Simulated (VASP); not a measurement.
# CdSe (F-43m) in VASP: a series of runs, part 2 of 2

VASP 6.6.1. The steps go on from the part before.

## 3. Relaxation of cell and atoms, PBE

This run uses another cell than the first one, of 28.94 Å³/atom, 0.973 times its volume.

File INCAR:

```
SYSTEM = CdSe
PREC = Accurate ; ENCUT = 600
EDIFF = 1E-6 ; ISMEAR = 0
SIGMA = 0.02 ; LREAL = .False.
LASPH = .True. ; NELM = 100
ALGO = Normal ; ISIF = 3
LWAVE = .False. ; LCHARG = .False.
GGA = PE ; IBRION = 2
NSW = 100 ; EDIFFG = -0.005
```

File KPOINTS:

```
Automatic mesh
0
Gamma
  10 10 10
  0 0 0
```

File POSCAR:

```
CdSe
1.0
    0.0000000000      3.0702711986      3.0702711986
    3.0702711986      0.0000000000      3.0702711986
    3.0702711986      3.0702711986      0.0000000000
Cd Se
1 1
Direct
    0.0000000000      0.0000000000      0.0000000000
    0.7500000000      0.7500000000      0.7500000000
```

Potentials or basis: VASP PAW PBE potentials, release 64 (Cd, Se).

Command:

```
> cat potpaw_PBE.64/Cd/POTCAR potpaw_PBE.64/Se/POTCAR > POTCAR
> mpirun -np 1 vasp_std > vasp.out
```

OUTCAR:

```text
SYSTEM = CdSe
   PREC = Accurate
   ENCUT = 600
   EDIFF = 1E-6
   ISMEAR = 0
   LREAL = .False.
   LASPH = .True.
   NELM = 100
   ISIF = 3
   GGA = PE
   IBRION = 2
   NSW = 100
   EDIFFG = -0.005

 ion  position               nearest neighbor table
   1  0.000  0.000  0.000-   2 2.66   2 2.66   2 2.66   2 2.66
   2  0.750  0.750  0.750-   1 2.66   1 2.66   1 2.66   1 2.66

  LATTYP: Found a face centered cubic cell.
 ALAT       =     6.1405423972

  Lattice vectors:

 A1 = (   0.0000000000,   3.0702711986,   3.0702711986)
 A2 = (   3.0702711986,   0.0000000000,   3.0702711986)
 A3 = (   3.0702711986,   3.0702711986,   0.0000000000)

Analysis of symmetry for initial positions (statically):
=====================================================================
 Subroutine PRICEL returns:
 Original cell was already a primitive cell.

 Routine SETGRP: Setting up the symmetry group for a
 face centered cubic supercell.

 Subroutine GETGRP returns: Found 24 space group operations
 (whereof 24 operations were pure point group operations)
 out of a pool of 48 trial point group operations.

The static configuration has the point symmetry T_d .

Analysis of symmetry for dynamics (positions and initial velocities):
=====================================================================
 Subroutine PRICEL returns:
 Original cell was already a primitive cell.

 Routine SETGRP: Setting up the symmetry group for a
 face centered cubic supercell.

 Subroutine GETGRP returns: Found 24 space group operations
 (whereof 24 operations were pure point group operations)
 out of a pool of 48 trial point group operations.

The dynamic configuration has the point symmetry T_d .

 Subroutine INISYM returns: Found 24 space group operations
 (whereof 24 operations are pure point group operations),
 and found     1 'primitive' translations

----------------------------------------------------------------------------------------

                                     Primitive cell

  volume of cell :      57.8842

  direct lattice vectors                    reciprocal lattice vectors
     0.000000000  3.070271199  3.070271199    -0.162852063  0.162852063  0.162852063
     3.070271199  0.000000000  3.070271199     0.162852063 -0.162852063  0.162852063
     3.070271199  3.070271199  0.000000000     0.162852063  0.162852063 -0.162852063

  length of vectors
     4.342019169  4.342019169  4.342019169     0.282068048  0.282068048  0.282068048

  position of ions in fractional coordinates (direct lattice)
     0.000000000  0.000000000  0.000000000
     0.750000000  0.750000000  0.750000000

  ion indices of the primitive-cell ions
   primitive index   ion index
                 1           1
                 2           2

----------------------------------------------------------------------------------------

 KPOINTS: Automatic mesh

Automatic generation of k-mesh.
 Grid dimensions read from file:
 generate k-points for:   10   10   10

 Generating k-lattice:

  Cartesian coordinates                     Fractional coordinates (reciprocal lattice)
    -0.016285206  0.016285206  0.016285206     0.100000000  0.000000000  0.000000000
[... 51 lines left out ...]
   ISTART =      0    job   : 0-new  1-cont  2-samecut
   ICHARG =      2    charge: 1-file 2-atom 10-const
   ISPIN  =      1    spin polarized calculation?
   LNONCOLLINEAR =      F non collinear calculations
   LSORBIT =      F    spin-orbit coupling
   LASPH  =      T    aspherical Exc in radial PAW
   ENCUT  =  600.0 eV  44.10 Ry    6.64 a.u.   8.67  8.67  8.67*2*pi/ulx,y,z
   NELM   =    100;   NELMIN=  2; NELMDL= -5     # of ELM steps
   EDIFF  = 0.1E-05   stopping-criterion for ELM
   LREAL  =      F    real-space projection
   EDIFFG = -.5E-02   stopping-criterion for IOM
   NSW    =    100    number of steps for IOM
   IBRION =      2    ionic relax: 0-MD 1-quasi-New 2-CG
   NFREE  =      1    steps in history (QN), initial steepest desc. (CG)
   ISIF   =      3    stress and relaxation
   ISYM   =      2    0-nonsym 1-usesym 2-fastsym
   POTIM  = 0.5000    time-step for ionic-motion
   TEBEG  =    0.0;   TEEND  =   0.0 temperature during run
   PSTRESS=    0.0 pullay stress
   NELECT =      18.0000    total number of electrons
   NUPDOWN=      -1.0000    fix difference up-down
   EMIN   =  10.00;   EMAX   =-10.00  energy-range for DOS
   EFERMI =   0.00;   METHOD = LEGACY
   ISMEAR =     0;   SIGMA  =   0.02  broadening in eV -4-tet -1-fermi 0-gaus
   EFERMI_NEDOS =   21; number of points for ismear=-14 and -15
   IALGO  =     38    algorithm
   IMIX   =      4    mixing-type and parameters
     AMIX     =   0.40;   BMIX     =  1.00
     AMIX_MAG =   1.60;   BMIX_MAG =  1.00
  volume/ion in A,a.u.               =      28.94       195.31
  Fermi-wavevector in a.u.,A,eV,Ry     =   1.109121  2.095935 16.737199  1.230149
  Thomas-Fermi vector in A             =   2.245657
   LORBIT       =      0    0 simple, 1 ext, 2 COOP (PROOUT), +10 PAW based schemes
   GGA     = PE    functional components
   LHFCALC =     F    Hartree Fock is set to
   AEXX    =    0.0000 exact exchange contribution
   IVDW    =     0    specifies the selected vdW correction
   LEPSILON=     F    determine dielectric tensor
   LRPA    =     F    only Hartree local field effects (RPA)
 conjugate gradient relaxation of ions
 non-spin polarized calculation
 Gauss-broadening in eV      SIGMA  =   0.02
  energy-cutoff  :      600.00
  volume of cell :       57.88
 maximum number of plane-waves:      1964
   NGX = 17   NGY = 17   NGZ = 17

--------------------------------------- Ionic step        1  -------------------------------------------

 number of electron      17.9999997 magnetization

 Free energy of the ion-electron system (eV)
  ---------------------------------------------------
  ext. energy  EPLUGINS =         0.00000000
  ---------------------------------------------------
  free energy    TOTEN  =        -5.49078765 eV

  energy without entropy =       -5.49078765  energy(sigma->0) =       -5.49078765

------------------------ aborting loop because EDIFF is reached ----------------------------------------

  FORCE on cell =-STRESS in cart. coord.  units (eV):
  Direction    XX          YY          ZZ          XY          YZ          ZX
  --------------------------------------------------------------------------------------
  -------------------------------------------------------------------------------------
  Total        0.5507729      0.5507729      0.5507729      0.0000000      0.0000000      0.0000000
  in kB       15.2448425     15.2448425     15.2448425      0.0000000      0.0000000      0.0000000
  external PRESSURE =      15.2448425 kB  Pullay stress =       0.0000000 kB
[... 59 lines left out ...]
--------------------------------------- Ionic step        3  -------------------------------------------

 number of electron      18.0000000 magnetization

 Free energy of the ion-electron system (eV)
  ---------------------------------------------------
  ext. energy  EPLUGINS =         0.00000000
  ---------------------------------------------------
  free energy    TOTEN  =        -5.49935242 eV

  energy without entropy =       -5.49935242  energy(sigma->0) =       -5.49935242

 E-fermi :   0.5833     XC(G=0):  -8.6149

 val. band max:        0.4818635253   @ k =   0.0000   0.0000   0.0000
 cond. band min:       0.9663164924   @ k =   0.0000   0.0000   0.0000
 fundamental gap:      0.4844529671
 Fermi energy:         0.5832660706

 k-point     1 :       0.0000    0.0000    0.0000
  band No.  band energies     occupation
      1     -11.7927      2.00000
      2      -7.2686      2.00000
      3      -7.2686      2.00000
      4      -7.2686      2.00000
      5      -6.9552      2.00000
      6      -6.9552      2.00000
      7       0.4819      2.00000
      8       0.4819      2.00000
      9       0.4819      2.00000
     10       0.9663      0.00000
     11       6.4097      0.00000
     12       6.4097      0.00000
     13       6.4097      0.00000
[... 354 lines left out ...]
  band No.  band energies     occupation
      1     -11.4521      2.00000
      2      -7.1243      2.00000
      3      -7.1054      2.00000
      4      -7.0595      2.00000
      5      -6.9182      2.00000
      6      -6.8043      2.00000
      7      -2.8302      2.00000
      8      -0.9937      2.00000
      9      -0.8453      2.00000
     10       4.0737      0.00000
     11       4.4897      0.00000
     12       7.9507      0.00000
     13       8.8997      0.00000

 [... further k-points ...]

------------------------ aborting loop because EDIFF is reached ----------------------------------------

  FORCE on cell =-STRESS in cart. coord.  units (eV):
  Direction    XX          YY          ZZ          XY          YZ          ZX
  --------------------------------------------------------------------------------------
  -------------------------------------------------------------------------------------
  Total        0.0044969      0.0044969      0.0044969      0.0000000      0.0000000      0.0000000
  in kB        0.1206051      0.1206051      0.1206051      0.0000000      0.0000000      0.0000000
  external PRESSURE =       0.1206051 kB  Pullay stress =       0.0000000 kB
[... 17 lines left out ...]
  FREE ENERGIE OF THE ION-ELECTRON SYSTEM (eV)
  ---------------------------------------------------
  free  energy   TOTEN  =        -5.4993524224 eV

  energy  without entropy=       -5.4993524224  energy(sigma->0) =       -5.49935242

 reached required accuracy - stopping structural energy minimisation
```

OSZICAR:

```text
N       E                     dE             d eps       ncg     rms          rms(c)
DAV:   1     0.116523589267E+03    0.11652E+03   -0.97223E+03  1238   0.140E+03
[... 24 lines left out ...]
DAV:   1    -0.551024047476E+01   -0.11417E-01   -0.22810E-01  1347   0.625E+00    0.764E-01
DAV:   2    -0.550045703488E+01    0.97834E-02   -0.25064E-02  1327   0.245E+00    0.249E-01
DAV:   3    -0.549943947377E+01    0.10176E-02   -0.28152E-03  1272   0.585E-01    0.216E-01
DAV:   4    -0.549935337232E+01    0.86101E-04   -0.18142E-04  1262   0.134E-01    0.355E-02
DAV:   5    -0.549935127255E+01    0.20998E-05   -0.32799E-05  1432   0.832E-02    0.143E-02
DAV:   6    -0.549935254337E+01   -0.12708E-05   -0.56244E-06  1287   0.330E-02    0.495E-03
DAV:   7    -0.549935242245E+01    0.12093E-06   -0.49543E-07   891   0.540E-03
   3 F= -.54993524E+01 E0= -.54993524E+01  d E =-.856477E-02
```

Run time: 43 s. Hardware: 1 thread of Intel Xeon Platinum 8488C (Sapphire Rapids), shared host; peak memory 0.24 GiB.

Results:

```yaml
Free_energy: -5.4994 eV
Relaxed_volume: 29.87 Å³/atom
Relaxed_cell: a = 4.388 Å, b = 4.388 Å, c = 4.388 Å, α = 60.00°, β = 60.00°, γ = 60.00°
Space_group_after_relaxing_to_0.05_Å: F-43m (No. 216)
Energy_gained_by_relaxing: 4.3 meV/atom
Ionic_steps: 3
Pressure_after_relaxing: 0.0 GPa
Band_gap_on_the_k_mesh: 0.48 eV, direct
```

The path:
```
step  energy change (eV)  largest force (eV/Å)  pressure (GPa)  volume (Å³)
   1              0.0000                0.0000            1.52        57.88
   2             -0.0080                0.0000           -0.35        60.22
   3             -0.0086                0.0000            0.01        59.74
```

Final structure:
```
Cd Se
1.0
     0.00000    3.10272    3.10272
     3.10272    0.00000    3.10272
     3.10272    3.10272    0.00000
Cd Se
1 1
Direct
  0.00000 0.00000 0.00000
  0.75000 0.75000 0.75000
```

Levels at points of the mesh, in eV from the valence-band top:
| k point | band 6 | band 7 | band 8 | band 9 | band 10 | band 11 | band 12 | band 13 |
| --- | --- | --- | --- | --- | --- | --- | --- | --- |
| (0.00, 0.00, 0.00) | -7.44 | 0.00 | 0.00 | 0.00 | 0.48 | 5.93 | 5.93 | 5.93 |
| (0.50, 0.00, 0.00) | -7.19 | -4.05 | -0.67 | -0.67 | 2.31 | 6.42 | 6.42 | 7.24 |
| (0.50, 0.50, 0.00) | -7.13 | -3.81 | -1.66 | -1.66 | 3.25 | 3.69 | 8.84 | 9.86 |
